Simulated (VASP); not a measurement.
# Fe (P6_3/mmc) in VASP: further runs, part 2 of 2

VASP 6.6.1. Earlier steps stand in the parts before.

### 3 Single point, r2SCAN+D4, collinear spin, ferromagnetic start

This run uses another cell than the first one, of 10.45 Å³/atom, 1.019 times its volume.

Contents of POSCAR:

```
Fe
1.0
    2.4818982858      0.0000000000      0.0000000000
   -1.2409491429      2.1493869651      0.0000000000
    0.0000000000      0.0000000000      3.9172856485
Fe
2
Direct
    0.6666666667      0.3333333333      0.7500000000
    0.3333333333      0.6666666667      0.2500000000
```

Contents of INCAR.step1:

```
SYSTEM = Fe
PREC     = Accurate       ! precision mode
ENCUT    = 520            ! plane-wave cutoff, eV
ISMEAR   = -1             ! smearing method
SIGMA    = 0.05           ! smearing width, eV
LREAL    = .FALSE.        ! projectors in reciprocal space
LASPH    = .TRUE.         ! aspherical terms in the spheres
NELM     = 150            ! most SCF steps
ISPIN    = 2              ! spin polarisation
MAGMOM   = 3 3            ! initial moments
LMAXMIX  = 4              ! l up to which the mixer works
NBANDS   = 19             ! bands
GGA      = PE             ! functional
ALGO     = Normal         ! electronic algorithm
EDIFF    = 1E-4           ! SCF threshold, eV
LWAVE    = .TRUE.         ! write WAVECAR
LCHARG   = .FALSE.        ! write CHGCAR
```

Contents of INCAR.step2:

```
SYSTEM = Fe
PREC     = Accurate       ! precision mode
ENCUT    = 520            ! plane-wave cutoff, eV
EDIFF    = 1E-6           ! SCF threshold, eV
ISMEAR   = -1             ! smearing method
SIGMA    = 0.05           ! smearing width, eV
LREAL    = .FALSE.        ! projectors in reciprocal space
LASPH    = .TRUE.         ! aspherical terms in the spheres
NELM     = 150            ! most SCF steps
ALGO     = Normal         ! electronic algorithm
ISIF     = 2              ! what is computed and relaxed
LWAVE    = .FALSE.        ! write WAVECAR
LCHARG   = .TRUE.         ! write CHGCAR
ISPIN    = 2              ! spin polarisation
MAGMOM   = 3 3            ! initial moments
LORBIT   = 11             ! projections on sites
LMAXMIX  = 4              ! l up to which the mixer works
METAGGA  = R2SCAN         ! meta-GGA
LMIXTAU  = .TRUE.       
IVDW     = 13             ! dispersion correction
VDW_S6   = 1.0          
VDW_S8   = 0.6018749    
VDW_A1   = 0.51559235   
VDW_A2   = 5.77342911   
LELF     = .TRUE.         ! ELF
LVHAR    = .TRUE.       
NBANDS   = 19             ! bands
ISTART   = 1
```

Contents of KPOINTS:

```
Automatic mesh
0
G
  12 12 7
  0 0 0
```

Potentials or basis: VASP PAW PBE potentials, release 64 (Fe).

On the command line:

```sh
cat potpaw_PBE.64/Fe/POTCAR > POTCAR
cp INCAR.step1 INCAR
mpirun -np 1 vasp_std > vasp.out
cp INCAR.step2 INCAR
mpirun -np 1 vasp_std > vasp.out
```

It took 77 s on 1 thread of Intel Xeon 6975P-C (Granite Rapids), shared host; peak memory 0.17 GiB.

It converged, with:

```yaml
Free_energy: -27.5941 eV
Pressure: -17.4 GPa
Band_gap_on_the_k_mesh: zero (filled and empty bands overlap)
Net_moment: 0.00 μB per cell
Valence_electrons_inside_the_program's_atomic_spheres: Fe 7.46
Dispersion_energy_per_atom: -0.129 eV
```

Stress tensor (GPa, compression positive):
```
-17.54   0.00   0.00
  0.00 -17.54   0.00
  0.00   0.00 -17.14
```

Levels at points of the mesh, in eV from the Fermi level:
Spin up:
| k point | band 5 | band 6 | band 7 | band 8 | band 9 | band 10 | band 11 | band 12 |
| --- | --- | --- | --- | --- | --- | --- | --- | --- |
| (0.00, 0.00, 0.00) | -1.50 | -1.19 | -1.19 | -0.87 | -0.87 | 0.43 | 0.68 | 0.68 |
| (0.50, 0.00, 0.00) | -1.97 | -1.55 | -1.06 | 0.78 | 1.01 | 1.04 | 2.63 | 4.82 |
Spin down:
| k point | band 6 | band 7 | band 8 | band 9 | band 10 | band 11 |
| --- | --- | --- | --- | --- | --- | --- |
| (0.00, 0.00, 0.00) | -1.19 | -1.19 | -0.87 | -0.87 | 0.43 | 0.69 |
| (0.50, 0.00, 0.00) | -1.55 | -1.06 | 0.79 | 1.01 | 1.04 | 2.63 |

Caveat: the starting moments collapsed, and a magnetic state may lie lower; the PAW data sets were made with another functional, which shifts forces and pressure a little; pairwise dispersion overbinds metals, which lowers pressure and volume.

### 4 Single point, LDA, collinear spin, ferromagnetic start

This run uses another cell than the first one, of 9.86 Å³/atom, 0.962 times its volume.

Contents of INCAR:

```
PREC = Accurate
ENCUT = 520
EDIFF = 1E-6
ISMEAR = -1
SIGMA = 0.05
LREAL = False
LASPH = True
NELM = 150
ALGO = Fast
ISIF = 2
LWAVE = False
LCHARG = False
ISPIN = 2
MAGMOM = 3 3
LORBIT = 11
LMAXMIX = 4
GGA = CA
NBANDS = 19
```

Contents of KPOINTS:

```
regular mesh
0
Gamma
  12 12 7
```

Contents of POSCAR:

```
Fe
1.0
    2.4341575853      0.0000000000      0.0000000000
   -1.2170787927      2.1080423057      0.0000000000
    0.0000000000      0.0000000000      3.8419344700
Fe
2
Direct
    0.6666666667      0.3333333333      0.7500000000
    0.3333333333      0.6666666667      0.2500000000
```

Potentials or basis: VASP PAW LDA potentials, release 64 (Fe).

On the command line:

```sh
cat potpaw_LDA.64/Fe/POTCAR > POTCAR
mpirun -np 1 vasp_std > vasp.out
```

OUTCAR:

```text
PREC = Accurate
   ENCUT = 520
   EDIFF = 1E-6
   ISMEAR = -1
   LREAL = False
   LASPH = True
   NELM = 150
   ISIF = 2
   ISPIN = 2
   LORBIT = 11
   GGA = CA

 ion  position               nearest neighbor table
   1  0.667  0.333  0.750-   2 2.38   2 2.38   2 2.38   2 2.38   2 2.38   2 2.38
   2  0.333  0.667  0.250-   1 2.38   1 2.38   1 2.38   1 2.38   1 2.38   1 2.38

  LATTYP: Found a hexagonal cell.
 ALAT       =     2.4341575853
 C/A-ratio  =     1.5783425417

  Lattice vectors:

[... 1276 lines left out ...]
  external PRESSURE =    -108.6842582 kB  Pullay stress =       0.0000000 kB

 VOLUME and BASIS-vectors are now :
 -----------------------------------------------------------------------------
  energy-cutoff  :      520.00
  volume of cell :       19.71
      direct lattice vectors                 reciprocal lattice vectors
     2.434157585  0.000000000  0.000000000     0.410819746  0.237186891  0.000000000
    -1.217078793  2.108042306  0.000000000     0.000000000  0.474373781  0.000000000
     0.000000000  0.000000000  3.841934470     0.000000000  0.000000000  0.260285543

 POSITION                                       TOTAL-FORCE (eV/Angst)
 -----------------------------------------------------------------------------------
      1.21708      0.70268      2.88145         0.000000      0.000000      0.000000
     -0.00000      1.40536      0.96048        -0.000000     -0.000000      0.000000
 -----------------------------------------------------------------------------------
    total drift:                               -0.000000      0.000000     -0.000000

  FREE ENERGIE OF THE ION-ELECTRON SYSTEM (eV)
  ---------------------------------------------------
  free  energy   TOTEN  =       -18.8146275408 eV

  energy  without entropy=      -18.7954084163  energy(sigma->0) =      -18.80501798

 total charge

# of ion       s       p       d       tot
------------------------------------------
    1        0.553   0.665   6.388   7.606
    2        0.553   0.665   6.388   7.606
--------------------------------------------------
tot          1.106   1.330  12.775  15.211

 magnetization (x)

# of ion       s       p       d       tot
------------------------------------------
    1        0.000   0.000  -0.000  -0.000
    2        0.000   0.000  -0.000  -0.000
--------------------------------------------------
tot          0.000   0.000  -0.001  -0.001
```

Wall time 40 s (1 thread of AMD EPYC 7R13 (Zen 3), shared host); peak memory 0.12 GiB.

What came out:

```
Free energy                                           : -18.8146 eV
Pressure                                              : -10.9 GPa
Band gap on the k mesh                                : zero (filled and empty bands overlap)
Net moment                                            : 0.00 μB per cell
Valence electrons inside the program's atomic spheres : Fe 7.61
```

Levels at points of the mesh, in eV from the Fermi level:
Spin up:
```tsv
k point	band 6	band 7	band 8	band 9	band 10	band 11
(0.00, 0.00, 0.00)	-1.28	-1.28	-0.92	-0.92	0.62	0.73
(0.50, 0.00, 0.00)	-1.61	-1.14	0.83	1.08	1.12	2.80
```
Spin down:
```csv
k point,band 5,band 6,band 7,band 8,band 9,band 10,band 11,band 12
"(0.00, 0.00, 0.00)",-1.63,-1.28,-1.28,-0.92,-0.92,0.62,0.73,0.73
"(0.50, 0.00, 0.00)",-2.10,-1.61,-1.14,0.83,1.07,1.12,2.80,5.01
```

Caveat: the starting moments collapsed, and a magnetic state may lie lower.

### 5 Single point, revPBE, collinear spin, ferromagnetic start

This run uses another cell than the first one, of 9.86 Å³/atom, 0.962 times its volume.

Contents of INCAR:

```
  ALGO = Normal
  EDIFF = 1E-7
  ENCUT = 520
  GGA = RE
  ISIF = 2
  ISMEAR = -1
  ISPIN = 2
  LASPH = True
  LCHARG = False
  LMAXMIX = 4
  LORBIT = 11
  LREAL = False
  LWAVE = False
  MAGMOM = 3 3
  NBANDS = 19
  NELM = 150
  PREC = Accurate
  SIGMA = 0.05
```

Contents of KPOINTS:

```
k-points
0
Gamma
  12 12 7
```

POSCAR is that of step 4.

Potentials or basis: VASP PAW PBE potentials, release 64 (Fe).

On the command line:

```sh
cat potpaw_PBE.64/Fe/POTCAR > POTCAR
mpirun -np 1 vasp_std > vasp.out
```

It took 29 s on 1 thread of Intel Xeon 6975P-C (Granite Rapids), shared host; peak memory 0.16 GiB.

Results (log left out):

```yaml
Free_energy: -15.3909 eV
Pressure: 14.4 GPa
Band_gap_on_the_k_mesh: zero (filled and empty bands overlap)
Net_moment: 0.00 μB per cell
Valence_electrons_inside_the_program's_atomic_spheres: Fe 7.60
```

Stress tensor (GPa, compression positive):
```
13.62  0.00  0.00
 0.00 13.62  0.00
 0.00  0.00 15.82
```

Levels at points of the mesh, in eV from the Fermi level:
Spin up:
```
           k point  band 6  band 7  band 8  band 9  band 10  band 11
(0.00, 0.00, 0.00)   -1.26   -1.26   -0.91   -0.91     0.54     0.72
(0.50, 0.00, 0.00)   -1.60   -1.13    0.83    1.07     1.11     2.76
```
Spin down:
| k point | band 6 | band 7 | band 8 | band 9 | band 10 | band 11 |
| --- | --- | --- | --- | --- | --- | --- |
| (0.00, 0.00, 0.00) | -1.26 | -1.26 | -0.91 | -0.91 | 0.54 | 0.72 |
| (0.50, 0.00, 0.00) | -1.60 | -1.12 | 0.83 | 1.07 | 1.11 | 2.76 |

Caveat: the starting moments collapsed, and a magnetic state may lie lower; the PAW data sets were made with another functional, which shifts forces and pressure a little.
